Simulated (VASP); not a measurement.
AlIn3As4: single point with PBE

AlIn3As4:

```
Al In As
1.0
     6.06733   -0.00010   -0.00099
    -0.00011    6.06343   -0.00356
    -0.00101   -0.00362    6.06300
Al In As
1 3 4
Direct
  0.49988 0.50013 0.49996
  0.99977 0.99988 0.50005
  0.00043 0.49990 0.99993
  0.50028 0.00018 0.00004
  0.26082 0.26080 0.26114
  0.26094 0.73919 0.73904
  0.73894 0.26113 0.73901
  0.73894 0.73879 0.26083
```

```yaml
Program: VASP 6.6.1
Task: single point
Functional: PBE
Potentials_or_basis: VASP PAW PBE potentials, release 64 (Al, In_d, As)
Cutoff: 520 eV
k_mesh: 4 × 4 × 4
Occupations: gaussian, width 0.2 eV
Spin: no spin polarisation
```

The pressure is 0.1 GPa and the largest force is 0.010 eV/Å.

Forces in eV/Å, atoms in the order of the input:
```
Al   0.003 -0.002  0.001
In   0.003  0.001 -0.001
In  -0.003  0.003  0.002
In  -0.001 -0.001  0.001
As   0.005  0.003  0.005
As   0.005 -0.005 -0.005
As  -0.006  0.005 -0.006
As  -0.005 -0.004  0.004
```

Levels at points of the mesh, in eV from the Fermi level:
| k point | band 29 | band 30 | band 31 | band 32 | band 33 | band 34 |
| --- | --- | --- | --- | --- | --- | --- |
| (0.00, 0.00, 0.00) | -0.14 | -0.13 | -0.13 | -0.10 | 1.59 | 1.59 |
| (0.50, 0.00, 0.00) | -1.51 | -1.21 | -1.20 | 2.15 | 2.29 | 2.61 |
| (0.00, 0.50, 0.00) | -1.52 | -1.21 | -1.21 | 2.14 | 2.28 | 2.61 |
| (0.50, 0.50, 0.00) | -1.17 | -1.06 | -0.67 | 2.13 | 2.70 | 2.72 |
| (0.00, 0.00, 0.50) | -1.52 | -1.21 | -1.21 | 2.14 | 2.28 | 2.61 |
| (0.50, 0.00, 0.50) | -1.17 | -1.06 | -0.67 | 2.13 | 2.70 | 2.72 |
| (0.00, 0.50, 0.50) | -1.16 | -1.06 | -0.67 | 2.13 | 2.71 | 2.71 |
| (0.50, 0.50, 0.50) | -0.83 | -0.77 | -0.76 | 0.88 | 0.89 | 0.89 |

Wall time 5 min on 1 thread of Intel(R) Xeon(R) Platinum 8375C CPU @ 2.90GHz (Ice Lake), on a shared host, peak memory 0.48 GiB.

Caveat: spin-orbit coupling is left out, which moves the levels of the heavy elements.
